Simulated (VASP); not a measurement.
# Sn3Ge13 (Cm) in VASP: a series of runs

Sn3Ge13 is run at these levels: PBEsol; tasks: relaxation of cell and atoms.

Everything below comes from runs of VASP 6.6.1. Logs are shortened: lines on timing, memory, paths and dates and some standing lists are left out, and cuts for length are marked.

## Step 1: The cell of the first run

The structure is monoclinic, space group Cm (No. 8). The conventional cell has a = 14.230 Å, b = 8.216 Å, c = 8.216 Å, α = 90.00°, β = 125.26°, γ = 90.00°. Sn (site symmetry m) has 4 Ge at 2.52 Å within 3.3 Å. Sn (site symmetry m) has 1 Sn at 2.52 Å and 3 Ge at 2.52 Å within 3.3 Å. Sn (site symmetry m) has 1 Sn at 2.52 Å and 3 Ge at 2.52 Å within 3.3 Å. Ge (site symmetry 1) has 1 Sn at 2.52 Å and 3 Ge at 2.52 Å within 3.3 Å. Within 3.3 Å of Ge (site symmetry 1) lie 4 Ge at 2.52 Å. Ge (site symmetry m) has 4 Ge at 2.52 Å within 3.3 Å. Ge (site symmetry m) has 1 Sn at 2.52 Å and 3 Ge at 2.52 Å within 3.3 Å. Within 3.3 Å of Ge (site symmetry 1) lie 2 Sn at 2.52 Å and 2 Ge at 2.52 Å.

## Step 2: Relaxation of cell and atoms, PBEsol

INCAR reads:

```
  PREC = Accurate
  ENCUT = 600
  EDIFF = 1E-6
  ISMEAR = 0
  SIGMA = 0.03
  LREAL = False
  LASPH = True
  NELM = 80
  ALGO = Normal
  ISIF = 3
  LWAVE = False
  LCHARG = False
  GGA = PS
  IBRION = 2
  NSW = 90
  EDIFFG = -0.01
  KPAR = 8
```

KPOINTS reads:

```
regular mesh
0
Gamma
  6 6 6
```

POSCAR reads:

```
Sn3Ge13
1.0
    0.0000000000      5.8094823000     -5.8094823000
    5.8094823000      5.8094823000      0.0000000000
    5.8094823000      0.0000000000     -5.8094823000
Sn Ge
3 13
Direct
    0.5000000000      0.0000000000      0.5000000000
    0.5000000000      0.5000000000      0.5000000000
    0.8750000000      0.3750000000      0.3750000000
    0.0000000000      0.0000000000      0.5000000000
    0.0000000000      0.5000000000      0.5000000000
    0.5000000000      0.0000000000      0.0000000000
    0.5000000000      0.5000000000      0.0000000000
    0.0000000000      0.0000000000      0.0000000000
    0.0000000000      0.5000000000      0.0000000000
    0.3750000000      0.3750000000      0.3750000000
    0.3750000000      0.8750000000      0.3750000000
    0.8750000000      0.8750000000      0.3750000000
    0.3750000000      0.3750000000      0.8750000000
    0.3750000000      0.8750000000      0.8750000000
    0.8750000000      0.3750000000      0.8750000000
    0.8750000000      0.8750000000      0.8750000000
```

Potentials or basis: VASP PAW PBE potentials, release 64 (Sn_d, Ge_d).

Launch:

```bash
> cat potpaw_PBE.64/Sn_d/POTCAR potpaw_PBE.64/Ge_d/POTCAR > POTCAR
> mpirun -np 8 vasp_std > vasp.out
```

OUTCAR:

```text
PREC = Accurate
   ENCUT = 600
   EDIFF = 1E-6
   ISMEAR = 0
   LREAL = False
   LASPH = True
   NELM = 80
   ISIF = 3
   GGA = PS
   IBRION = 2
   NSW = 90
   EDIFFG = -0.01

 ion  position               nearest neighbor table
   1  0.500  0.000  0.500-  11 2.52  10 2.52  12 2.52  14 2.52
   2  0.500  0.500  0.500-  10 2.52   3 2.52  11 2.52  13 2.52
   3  0.875  0.375  0.375-   5 2.52   4 2.52   2 2.52   9 2.52
   4  0.000  0.000  0.500-  12 2.52  11 2.52   3 2.52  16 2.52
   5  0.000  0.500  0.500-   3 2.52  10 2.52  12 2.52  15 2.52
   6  0.500  0.000  0.000-  14 2.52  13 2.52  11 2.52  16 2.52
[... 8 lines left out ...]
  15  0.875  0.375  0.875-   9 2.52   7 2.52   8 2.52   5 2.52
  16  0.875  0.875  0.875-   8 2.52   6 2.52   4 2.52   9 2.52

  LATTYP: Found a face centered cubic cell.
 ALAT       =    11.6189646000

  Lattice vectors:

 A1 = (   0.0000000000,   5.8094823000,  -5.8094823000)
 A2 = (   5.8094823000,   5.8094823000,   0.0000000000)
 A3 = (   5.8094823000,   0.0000000000,  -5.8094823000)

Analysis of symmetry for initial positions (statically):
=====================================================================
 Subroutine PRICEL returns:
 Original cell was already a primitive cell.

 Routine SETGRP: Setting up the symmetry group for a
 face centered cubic supercell.

 Subroutine GETGRP returns: Found  2 space group operations
 (whereof  2 operations were pure point group operations)
 out of a pool of 48 trial point group operations.

The static configuration has the point symmetry C_1h.

Analysis of symmetry for dynamics (positions and initial velocities):
=====================================================================
 Subroutine PRICEL returns:
 Original cell was already a primitive cell.

 Routine SETGRP: Setting up the symmetry group for a
 face centered cubic supercell.

 Subroutine GETGRP returns: Found  2 space group operations
 (whereof  2 operations were pure point group operations)
 out of a pool of 48 trial point group operations.

The dynamic configuration has the point symmetry C_1h.

 Subroutine INISYM returns: Found  2 space group operations
 (whereof  2 operations are pure point group operations),
 and found     1 'primitive' translations

----------------------------------------------------------------------------------------

[... 141 lines left out ...]
  volume/ion in A,a.u.               =      24.51       165.39
  Fermi-wavevector in a.u.,A,eV,Ry     =   1.358345  2.566900 25.104123  1.845101
  Thomas-Fermi vector in A             =   2.485186
   LORBIT       =      0    0 simple, 1 ext, 2 COOP (PROOUT), +10 PAW based schemes
   GGA     = PS    functional components
   LHFCALC =     F    Hartree Fock is set to
   AEXX    =    0.0000 exact exchange contribution
   IVDW    =     0    specifies the selected vdW correction
   LEPSILON=     F    determine dielectric tensor
   LRPA    =     F    only Hartree local field effects (RPA)
 conjugate gradient relaxation of ions
 non-spin polarized calculation
 Gauss-broadening in eV      SIGMA  =   0.03
  energy-cutoff  :      600.00
  volume of cell :      392.14
 maximum number of plane-waves:     13113
 NGX is ok and might be reduce to    70
   NGX = 33   NGY = 33   NGZ = 33

--------------------------------------- Ionic step        1  -------------------------------------------

 number of electron     223.9999984 magnetization

 Free energy of the ion-electron system (eV)
  ---------------------------------------------------
  ext. energy  EPLUGINS =         0.00000000
  ---------------------------------------------------
  free energy    TOTEN  =       -75.42890942 eV

  energy without entropy =      -75.42887154  energy(sigma->0) =      -75.42889048

------------------------ aborting loop because EDIFF is reached ----------------------------------------

  FORCE on cell =-STRESS in cart. coord.  units (eV):
  Direction    XX          YY          ZZ          XY          YZ          ZX
  --------------------------------------------------------------------------------------
  -------------------------------------------------------------------------------------
  Total        5.0807278      5.0807278      4.9498595     -0.4816122     -0.5281943      0.5281944
  in kB       20.7584163     20.7584163     20.2237255     -1.9677310     -2.1580524      2.1580530
  external PRESSURE =      20.5801860 kB  Pullay stress =       0.0000000 kB
[... 131 lines left out ...]
  FREE ENERGIE OF THE ION-ELECTRON SYSTEM (eV)
  ---------------------------------------------------
  free  energy   TOTEN  =       -76.0106865203 eV

  energy  without entropy=      -76.0092995034  energy(sigma->0) =      -76.00999301

[... ionic steps 4 to 8 ...]

--------------------------------------- Ionic step        9  -------------------------------------------

 number of electron     223.9999992 magnetization

------------------------ aborting loop because EDIFF is reached ----------------------------------------
[... 95 lines left out ...]
--------------------------------------- Ionic step       11  -------------------------------------------

 number of electron     223.9999992 magnetization

 Free energy of the ion-electron system (eV)
  ---------------------------------------------------
  ext. energy  EPLUGINS =         0.00000000
  ---------------------------------------------------
  free energy    TOTEN  =       -76.10641128 eV

  energy without entropy =      -76.10513356  energy(sigma->0) =      -76.10577242

 E-fermi :   4.8932     XC(G=0):  -9.8316

 val. band max:        4.8912042056   @ k =   0.0000  -0.1667   0.1667
 cond. band min:       4.8958594234   @ k =   0.1667   0.0000  -0.1667
 fundamental gap:      0.0046552178
 Fermi energy:         4.8932255164

 k-point     1 :       0.0000    0.0000    0.0000
  band No.  band energies     occupation
      1     -19.9555      2.00000
      2     -19.9425      2.00000
      3     -19.9353      2.00000
      4     -19.9308      2.00000
      5     -19.9200      2.00000
      6     -19.9196      2.00000
[... 3037 lines left out ...]
    123       8.3276      0.00000
    124       8.3540      0.00000

 [... further k-points ...]

 [bands above 124 left out]

------------------------ aborting loop because EDIFF is reached ----------------------------------------

  FORCE on cell =-STRESS in cart. coord.  units (eV):
  Direction    XX          YY          ZZ          XY          YZ          ZX
  --------------------------------------------------------------------------------------
  -------------------------------------------------------------------------------------
  Total        0.0188695      0.0188695      0.0452866     -0.0279218      0.0068959     -0.0068958
  in kB        0.0754873      0.0754873      0.1811685     -0.1117009      0.0275872     -0.0275867
  external PRESSURE =       0.1107144 kB  Pullay stress =       0.0000000 kB
[... 31 lines left out ...]
  FREE ENERGIE OF THE ION-ELECTRON SYSTEM (eV)
  ---------------------------------------------------
  free  energy   TOTEN  =       -76.1064112787 eV

  energy  without entropy=      -76.1051335568  energy(sigma->0) =      -76.10577242

 reached required accuracy - stopping structural energy minimisation
```

CONTCAR:

```text
Sn3Ge13
   1.00000000000000
     0.0028600894008976    5.8441256667664820   -5.8536521726631863
     5.8469857561673804    5.8469857561673804   -0.0000000000000001
     5.8504269363484731   -0.0034411801810933   -5.8599420527695578
  Sn              Ge
     3    13
Direct
     0.4999476242794695    0.9994968078005074    0.5010587601195154
     0.4868311480782671    0.5040157505129454    0.5051373508958423
     0.8888330157502843    0.3706750776936225    0.3698168288624703
     0.0039325437740602    0.9867055386236424    0.5046018594865558
     0.0039325437740602    0.5047600581157416    0.5046018594865558
     0.4989683774897576    0.9999542622676644    0.0001045173303571
[... 8 lines left out ...]
     0.8759809241519456    0.3748949855149652    0.8751145607090954
     0.8759809241519456    0.8740095296239940    0.8751145607090954

  0.00000000E+00  0.00000000E+00  0.00000000E+00
  0.00000000E+00  0.00000000E+00  0.00000000E+00
  0.00000000E+00  0.00000000E+00  0.00000000E+00
  0.00000000E+00  0.00000000E+00  0.00000000E+00
  0.00000000E+00  0.00000000E+00  0.00000000E+00
  0.00000000E+00  0.00000000E+00  0.00000000E+00
[... 8 lines left out ...]
  0.00000000E+00  0.00000000E+00  0.00000000E+00
  0.00000000E+00  0.00000000E+00  0.00000000E+00
```

It took 80 min on 8 MPI ranks of Intel Xeon 6975P-C (Granite Rapids), shared host; peak memory 2.8 GiB.

What came out:

| Quantity | Value |
| --- | --- |
| Free energy | -76.1064 eV |
| Relaxed volume | 25.03 Å³/atom |
| Relaxed cell | a = 8.272 Å, b = 8.269 Å, c = 8.280 Å, α = 60.05°, β = 59.95°, γ = 60.01° |
| Space group after relaxing (to 0.1 Å) | Cm (No. 8) |
| Energy gained by relaxing | 42.3 meV/atom |
| Ionic steps | 11 |
| Pressure after relaxing | 0.0 GPa |
| Largest force after relaxing | 0.005 eV/Å |
| Band gap on the k mesh | zero (bands 112 and 113 overlap by 0.07 eV) |

Forces on the atoms (eV/Å):
```
Sn   0.000  0.000  0.003
Sn   0.002 -0.002  0.001
Sn   0.001 -0.001  0.002
Ge  -0.001  0.001 -0.005
Ge  -0.001  0.001 -0.005
Ge   0.000  0.002 -0.003
Ge  -0.002  0.000 -0.003
Ge   0.000  0.000 -0.001
Ge  -0.001  0.001 -0.005
Ge   0.001  0.000  0.005
Ge   0.000 -0.001  0.005
Ge   0.001 -0.001  0.002
Ge   0.000  0.000  0.004
Ge  -0.002  0.002  0.002
Ge   0.001  0.000 -0.001
Ge   0.000 -0.001 -0.001
```

The path:
| step | energy change (eV) | largest force (eV/Å) | pressure (GPa) | volume (Å³) |
| --- | --- | --- | --- | --- |
| 1 | 0.0000 | 1.8750 | 2.06 | 392.14 |
| 2 | -0.5817 | 0.4981 | -1.27 | 410.28 |
| 3 | -0.5818 | 0.4883 | -1.25 | 410.48 |
| 4 | -0.6724 | 0.1300 | -0.05 | 401.10 |
| 5 | -0.6726 | 0.1368 | -0.03 | 400.74 |
| 6 | -0.6764 | 0.0541 | 0.09 | 400.10 |
| 7 | -0.6764 | 0.0540 | 0.03 | 400.12 |
| 8 | -0.6773 | 0.0203 | 0.04 | 400.35 |
| 9 | -0.6774 | 0.0269 | 0.01 | 400.41 |
| 10 | -0.6774 | 0.0287 | 0.00 | 400.42 |
| 11 | -0.6775 | 0.0051 | 0.01 | 400.50 |

Final structure:
```cif
data_structure
_symmetry_space_group_name_H-M 'P 1'
_symmetry_Int_Tables_number 1
_cell_length_a 8.2716
_cell_length_b 8.2689
_cell_length_c 8.2805
_cell_angle_alpha 60.046
_cell_angle_beta 59.949
_cell_angle_gamma 60.011
_cell_volume 400.50
loop_
_atom_site_label
_atom_site_type_symbol
_atom_site_fract_x
_atom_site_fract_y
_atom_site_fract_z
_atom_site_occupancy
Sn1 Sn 0.49995 0.99950 0.50106 1
Sn2 Sn 0.48683 0.50402 0.50514 1
Sn3 Sn 0.88883 0.37067 0.36982 1
Ge1 Ge 0.00393 0.98671 0.50460 1
Ge2 Ge 0.00393 0.50476 0.50460 1
Ge3 Ge 0.49897 0.99995 0.00010 1
Ge4 Ge 0.49897 0.50097 0.00010 1
Ge5 Ge 0.00112 0.99934 0.00021 1
Ge6 Ge 0.00428 0.50440 0.98692 1
Ge7 Ge 0.36612 0.38402 0.36513 1
Ge8 Ge 0.36612 0.88473 0.36513 1
Ge9 Ge 0.88866 0.87064 0.37006 1
Ge10 Ge 0.37015 0.37065 0.88855 1
Ge11 Ge 0.37018 0.87074 0.88834 1
Ge12 Ge 0.87598 0.37489 0.87511 1
Ge13 Ge 0.87598 0.87401 0.87511 1
```

Caveat: semilocal functionals underestimate gaps, so a narrow gap can read as zero; the PAW data sets were made with another functional, which shifts forces and pressure a little; spin-orbit coupling is left out, which moves the levels of the heavy elements.

## Step 3: Relaxation of cell and atoms, PBEsol

This run uses another cell than the first one, of 25.03 Å³/atom.

INCAR: that of step 2 with these lines changed.

```diff
@@ -2,3 +2,3 @@
   ENCUT = 600
-  EDIFF = 1E-6
+  EDIFF = 1E-7
   ISMEAR = 0
@@ -15,3 +15,3 @@
   NSW = 90
-  EDIFFG = -0.01
+  EDIFFG = -0.005
   KPAR = 8
```

KPOINTS is that of step 2.

POSCAR reads:

```
Sn3Ge13                                 
1.0
    0.0028600894      5.8441256668     -5.8536521727
    5.8469857562      5.8469857562     -0.0000000000
    5.8504269363     -0.0034411802     -5.8599420528
  Sn              Ge            
     3    13
Direct
     0.4999476242794695    0.9994968078005074    0.5010587601195154
     0.4868311480782671    0.5040157505129454    0.5051373508958423
     0.8888330157502843    0.3706750776936225    0.3698168288624703
     0.0039325437740602    0.9867055386236424    0.5046018594865558
     0.0039325437740602    0.5047600581157416    0.5046018594865558
     0.4989683774897576    0.9999542622676644    0.0001045173303571
     0.4989683774897576    0.5009728429122208    0.0001045173303571
     0.0011225135407961    0.9993351415474615    0.0002072033642810
     0.0042750549469231    0.5044022070909903    0.9869205308710961
     0.3661197729713029    0.3840214902357800    0.3651303241260689
     0.3661197729713029    0.8847284126668482    0.3651303241260689
     0.8886640350779718    0.8706360639346375    0.3700638370527531
     0.3701483433295362    0.3706516467517335    0.8885483631669969
     0.3701750282226193    0.8707401847072452    0.8883446023628903
     0.8759809241519456    0.3748949855149652    0.8751145607090954
     0.8759809241519456    0.8740095296239940    0.8751145607090954
```

Potentials or basis: VASP PAW PBE potentials, release 64 (Sn_d, Ge_d).

Launch:

```bash
> cat potpaw_PBE.64/Sn_d/POTCAR potpaw_PBE.64/Ge_d/POTCAR > POTCAR
> mpirun -np 8 vasp_std > vasp.out
```

OUTCAR:

```text
PREC = Accurate
   ENCUT = 600
   EDIFF = 1E-7
   ISMEAR = 0
   LREAL = False
   LASPH = True
   NELM = 80
   ISIF = 3
   GGA = PS
   IBRION = 2
   NSW = 90
   EDIFFG = -0.005

 ion  position               nearest neighbor table
   1  0.500  0.999  0.501-  11 2.60  10 2.60  14 2.62  12 2.62
   2  0.487  0.504  0.505-  10 2.57  11 2.57  13 2.59   3 2.71
   3  0.889  0.371  0.370-   9 2.59   5 2.60   4 2.60   2 2.71
   4  0.004  0.987  0.505-  11 2.45  12 2.47  16 2.51   3 2.60
   5  0.004  0.505  0.505-  10 2.45  12 2.47  15 2.51   3 2.60
[... 3354 lines left out ...]
  in kB       -0.0495125     -0.0495125     -0.0065038     -0.0612632     -0.0116963      0.0116968
  external PRESSURE =      -0.0351763 kB  Pullay stress =       0.0000000 kB

 VOLUME and BASIS-vectors are now :
 -----------------------------------------------------------------------------
  energy-cutoff  :      600.00
  volume of cell :      400.62
      direct lattice vectors                 reciprocal lattice vectors
     0.002638406  5.844495262 -5.854306242    -0.085541112  0.085541112 -0.085455227
     5.847133669  5.847133669  0.000000000     0.085559720  0.085464248  0.085359582
     5.851048370 -0.003914701 -5.860847494     0.085445640 -0.085445640 -0.085263937

 POSITION                                       TOTAL-FORCE (eV/Angst)
 -----------------------------------------------------------------------------------
      8.77725      8.76415     -5.86334         0.000188     -0.000188      0.001851
      5.90401      5.79026     -5.81055         0.000589     -0.000589     -0.000056
      4.33358      7.36069     -7.37083         0.001460     -0.001460      0.001576
      8.72187      5.79042     -2.98069         0.000922     -0.000697     -0.002874
      5.90385      2.97240     -2.98069         0.000697     -0.000922     -0.002874
      5.84871      8.76322     -2.92188        -0.000766      0.001255     -0.001290
[... 8 lines left out ...]
      7.31477      7.30824    -10.25724         0.000424      0.000190     -0.001579
     10.23316     10.22663    -10.25724        -0.000190     -0.000424     -0.001579
 -----------------------------------------------------------------------------------
    total drift:                               -0.000528      0.000539     -0.001022

  FREE ENERGIE OF THE ION-ELECTRON SYSTEM (eV)
  ---------------------------------------------------
  free  energy   TOTEN  =       -76.1073706107 eV

  energy  without entropy=      -76.1061041361  energy(sigma->0) =      -76.10673737

 reached required accuracy - stopping structural energy minimisation
```

CONTCAR:

```text
Sn3Ge13
   1.00000000000000
     0.0026384064568237    5.8444952624547737   -5.8543062416565981
     5.8471336689115896    5.8471336689116065    0.0000000000000088
     5.8510483701440688   -0.0039147013324896   -5.8608474944905353
  Sn              Ge
     3    13
Direct
     0.4999329636202001    0.9995085392922000    0.5010499577953930
     0.4868112964724239    0.5040190662021776    0.5051505711232280
     0.8888190462954282    0.3706841132567668    0.3698127271910312
     0.0039561372466129    0.9866842060168372    0.5046242621766798
     0.0039561372466129    0.5047353945598773    0.5046242621766798
     0.4990000650457856    0.9999456079239372    0.0000983095911319
[... 8 lines left out ...]
     0.8759759005684260    0.3748888006349727    0.8751317619041920
     0.8759759005684260    0.8740035368924093    0.8751317619041920

  0.00000000E+00  0.00000000E+00  0.00000000E+00
  0.00000000E+00  0.00000000E+00  0.00000000E+00
  0.00000000E+00  0.00000000E+00  0.00000000E+00
  0.00000000E+00  0.00000000E+00  0.00000000E+00
  0.00000000E+00  0.00000000E+00  0.00000000E+00
  0.00000000E+00  0.00000000E+00  0.00000000E+00
[... 8 lines left out ...]
  0.00000000E+00  0.00000000E+00  0.00000000E+00
  0.00000000E+00  0.00000000E+00  0.00000000E+00
```

Run time: 25 min. Hardware: 8 MPI ranks of Intel Xeon 6975P-C (Granite Rapids), shared host; peak memory 2.9 GiB.

What came out:

```yaml
Free_energy: -76.1074 eV
Relaxed_volume: 25.04 Å³/atom
Relaxed_cell: a = 8.272 Å, b = 8.269 Å, c = 8.282 Å, α = 60.05°, β = 59.95°, γ = 60.01°
Space_group_after_relaxing_to_0.1_Å: Cm (No. 8)
Energy_gained_by_relaxing: 0.0 meV/atom
Ionic_steps: 2
Pressure_after_relaxing: 0.0 GPa
Largest_force_after_relaxing: 0.005 eV/Å
Band_gap_on_the_k_mesh: zero (bands 112 and 113 overlap by 0.07 eV)
```

Forces on the atoms (eV/Å):
```
Sn   0.000  0.000  0.002
Sn   0.001 -0.001  0.000
Sn   0.001 -0.001  0.002
Ge   0.001 -0.001 -0.003
Ge   0.001 -0.001 -0.003
Ge  -0.001  0.001 -0.001
Ge  -0.001  0.001 -0.001
Ge   0.000  0.000 -0.002
Ge   0.001 -0.001 -0.005
Ge   0.000  0.001  0.004
Ge  -0.001  0.000  0.004
Ge   0.001 -0.001  0.002
Ge  -0.001  0.001  0.003
Ge  -0.002  0.002  0.002
Ge   0.000  0.000 -0.002
Ge   0.000  0.000 -0.002
```

Final structure:
```
Sn Ge
1.0
     0.00264    5.84450   -5.85431
     5.84713    5.84713    0.00000
     5.85105   -0.00391   -5.86085
Sn Ge
3 13
Direct
  0.49993 0.99951 0.50105
  0.48681 0.50402 0.50515
  0.88882 0.37068 0.36981
  0.00396 0.98668 0.50462
  0.00396 0.50474 0.50462
  0.49900 0.99995 0.00010
  0.49900 0.50096 0.00010
  0.00113 0.99933 0.00021
  0.00431 0.50438 0.98694
  0.36610 0.38404 0.36511
  0.36610 0.88475 0.36511
  0.88865 0.87065 0.37005
  0.37012 0.37067 0.88853
  0.37018 0.87075 0.88832
  0.87598 0.37489 0.87513
  0.87598 0.87400 0.87513
```

Levels at points of the mesh, in eV from the Fermi level:
| k point | band 110 | band 111 | band 112 | band 113 | band 114 | band 115 |
| --- | --- | --- | --- | --- | --- | --- |
| (0.00, 0.00, 0.00) | -0.82 | -0.29 | -0.17 | 0.08 | 0.17 | 0.17 |
| (0.50, 0.00, 0.00) | -0.89 | -0.65 | -0.53 | 0.21 | 0.54 | 1.13 |
| (0.00, 0.50, 0.00) | -0.83 | -0.64 | -0.54 | 0.22 | 0.43 | 1.19 |
| (0.50, 0.50, 0.00) | -1.39 | -1.22 | -1.09 | 0.89 | 0.95 | 1.58 |
| (0.00, 0.00, 0.50) | -1.03 | -0.47 | -0.46 | -0.02 | 0.86 | 1.06 |
| (0.50, 0.00, 0.50) | -1.42 | -1.07 | -1.02 | 0.86 | 0.97 | 1.40 |

Caveat: semilocal functionals underestimate gaps, so a narrow gap can read as zero; the PAW data sets were made with another functional, which shifts forces and pressure a little; spin-orbit coupling is left out, which moves the levels of the heavy elements.
